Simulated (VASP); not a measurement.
Wanted: the native input for a VASP 6.6.1 run.

```yaml
Task: single point
Functional: r2SCAN
Potentials_or_basis: VASP PAW PBE potentials, release 64 (Ge_d)
Cutoff: 520 eV
k_mesh: 8 × 8 × 8
Occupations: fermi-dirac, width 0.02 eV
Spin: non-collinear spin, zero start, spin-orbit coupling
Starting_moments: "[[0.0, 0.0, 0.0], [0.0, 0.0, 0.0]] μB"
Dipole_correction: no
Further_INCAR_settings: ALGO = Normal; EDIFF = 1e-06; NBANDS = 40
```

The system is Ge.

```
Ge
1.0
    -0.07482    2.84716    2.84716
     2.84716   -0.07482    2.84716
     2.84716    2.84716   -0.07482
Ge
2
Cartesian
  -0.0089 -0.0089 -0.0089
  1.4138 1.4138 1.4138
```

This cell differs from its parent crystal: epitaxial 111 strain +3.0%.

One way to write it, as run:

POSCAR

```
Ge
1.0
   -0.0748217750      2.8471579424      2.8471579424
    2.8471579424     -0.0748217750      2.8471579424
    2.8471579424      2.8471579424     -0.0748217750
Ge
2
Direct
   -0.0015854870     -0.0015854870     -0.0015854870
    0.2515854870      0.2515854870      0.2515854870
```

INCAR.step1

```
SYSTEM = Ge
PREC = Accurate
ENCUT = 520
ISMEAR = -1
SIGMA = 0.02
LREAL = .FALSE.
LASPH = .TRUE.
NELM = 150
MAGMOM = 0 0 0 0 0 0
LSORBIT = .TRUE.
GGA_COMPAT = .FALSE.
NBANDS = 40
GGA = PE
ALGO = Normal
EDIFF = 1E-4
LWAVE = .TRUE.
LCHARG = .FALSE.
```

INCAR.step2

```
SYSTEM = Ge
PREC = Accurate
ENCUT = 520
EDIFF = 1E-6
ISMEAR = -1
SIGMA = 0.02
LREAL = .FALSE.
LASPH = .TRUE.
NELM = 150
ALGO = Normal
ISIF = 2
LWAVE = .FALSE.
LCHARG = .TRUE.
MAGMOM = 0 0 0 0 0 0
LORBIT = 11
LSORBIT = .TRUE.
GGA_COMPAT = .FALSE.
LORBMOM = .TRUE.
METAGGA = R2SCAN
LMIXTAU = .TRUE.
LVHAR = .TRUE.
NBANDS = 40
ISTART = 1
```

KPOINTS

```
regular mesh
0
G
  8 8 8
  0 0 0
```

Potentials or basis: VASP PAW PBE potentials, release 64 (Ge_d).

The run is started by

```bash
$ cat potpaw_PBE.64/Ge_d/POTCAR > POTCAR
$ cp INCAR.step1 INCAR
$ mpirun -np 1 vasp_ncl > vasp.out
$ cp INCAR.step2 INCAR
$ mpirun -np 1 vasp_ncl > vasp.out
```

Results of the run:

- Pressure: -3.0 GPa
- Largest force: 0.004 eV/Å
- Net moment: 0.00 μB per cell
- Valence electrons inside the program's atomic spheres: Ge 12.36

Caveat: the cell differs from its parent crystal (epitaxial 111 strain +3.0%); the PAW data sets were made with another functional, which shifts forces and pressure a little.

Run time: 12 min on 1 thread of Intel(R) Xeon(R) 6975P-C (Granite Rapids), with other jobs on the host, peak memory 0.44 GiB.
